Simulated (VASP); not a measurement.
SiO2: relaxation of the atoms with PBE

Crystal: SiO2.

```
CELL_PARAMETERS angstrom
4.16670 0.00000 0.00000
0.00000 4.16670 0.00000
0.00000 0.00000 2.74444
ATOMIC_POSITIONS crystal
Si 0.00000 0.00000 0.00000
Si 0.50000 0.50000 0.50000
O 0.30526 0.30526 0.00000
O 0.19474 0.80526 0.50000
O 0.69474 0.69474 0.00000
O 0.80526 0.19474 0.50000
```

This cell differs from its parent crystal: z stretched by +3 %.

- Program: VASP 6.6.1
- Task: relaxation of the atoms
- Functional: PBE
- Potentials or basis: VASP PAW PBE potentials, release 64 (Si, O)
- Cutoff: 520 eV
- k mesh: 7 × 7 × 11
- Occupations: fermi-dirac, width 0.02 eV
- Spin: no spin polarisation
- Dipole correction: no
- Further INCAR settings: ALGO = Normal; EDIFF = 1e-06; IBRION = 2; EDIFFG = -0.02; NSW = 80

| Item | Value |
| --- | --- |
| Pressure after relaxing | 1.9 GPa |
| Largest force after relaxing | 0.009 eV/Å |
| Band gap on the k mesh | 5.05 eV |

Forces in eV/Å, atoms in the order of the input:
```
Si   0.000  0.000  0.000
Si   0.000  0.000  0.000
O   -0.006 -0.006  0.000
O    0.006 -0.006  0.000
O    0.006  0.006  0.000
O   -0.006  0.006  0.000
```

Stress tensor (GPa, compression positive):
```
 6.25  0.00  0.00
 0.00  6.25  0.00
 0.00  0.00 -6.81
```

Final structure:
```yaml
crystal:
  lattice:
    - [4.16670, 0.00000, 0.00000]
    - [0.00000, 4.16670, 0.00000]
    - [0.00000, 0.00000, 2.74444]
  atoms:
    - { symbol: Si, position: [0.00000, 0.00000, 0.00000] }
    - { symbol: Si, position: [0.50000, 0.50000, 0.50000] }
    - { symbol: O, position: [0.30526, 0.30526, 0.00000] }
    - { symbol: O, position: [0.19474, 0.80526, 0.50000] }
    - { symbol: O, position: [0.69474, 0.69474, 0.00000] }
    - { symbol: O, position: [0.80526, 0.19474, 0.50000] }
```

Levels at points of the mesh, in eV from the valence-band top:
```
           k point  band 12  band 13  band 14  band 15  band 16  band 17  band 18  band 19  band 20
(0.00, 0.00, 0.00)    -3.20    -2.57    -0.84    -0.84     0.00     5.05     6.18     7.87     7.87
```

Wall time 20 s on 1 thread of Intel(R) Xeon(R) 6975P-C (Granite Rapids), with other jobs on the host, peak memory 0.17 GiB.

Caveat: the cell differs from its parent crystal (z stretched by +3 %); the relaxation stopped at its first step, so nothing moved; an odd mesh through Γ misses points on the zone boundary, where band edges can lie.
